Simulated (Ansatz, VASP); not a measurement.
# One calculation of Te2Mo, two programs

```
Te Mo
1.0
     3.41455    0.00000    0.00000
    -1.70727    2.95709    0.00000
     0.00000    0.00000   17.25701
Te Mo
2 1
Cartesian
  0.0000 1.9714 15.4414
  0.0000 1.9714 1.8156
  0.0000 0.0000 0.0000
```

Alike in both runs: task single point; functional LDA; k mesh 12 × 12 × 2; occupations gaussian, width 0.02 eV; no spin polarisation.

```csv
,VASP,Ansatz
version,VASP 6.6.1,Ansatz 0.2.0
potentials or method,"VASP PAW LDA potentials, release 64 (Te, Mo_sv), cutoff 520 eV","scalar-relativistic, plane waves, PAW"
valence electrons in the cell,26,46
```

|  | VASP | Ansatz | Ansatz less VASP |
| --- | --- | --- | --- |
| gap on the k mesh at the Fermi level (eV) | 1.26 | 1.26 | -0.006 |
| least direct gap on the mesh (eV) | 1.38 | 1.38 | -0.001 |
| rms of the force components (eV/Å) | 0.028 | 0.000 | -0.0275 |

LDA's correlation is that of Perdew and Zunger in VASP and of Perdew and Wang (1992) in Ansatz. Atom by atom the forces differ by 0.028 eV/Å (rms over components). VASP's potentials hold 26 valence electrons a cell and Ansatz's 46, so a difference there can come from the potentials and not from the codes.

Neither program's run includes spin-orbit coupling.
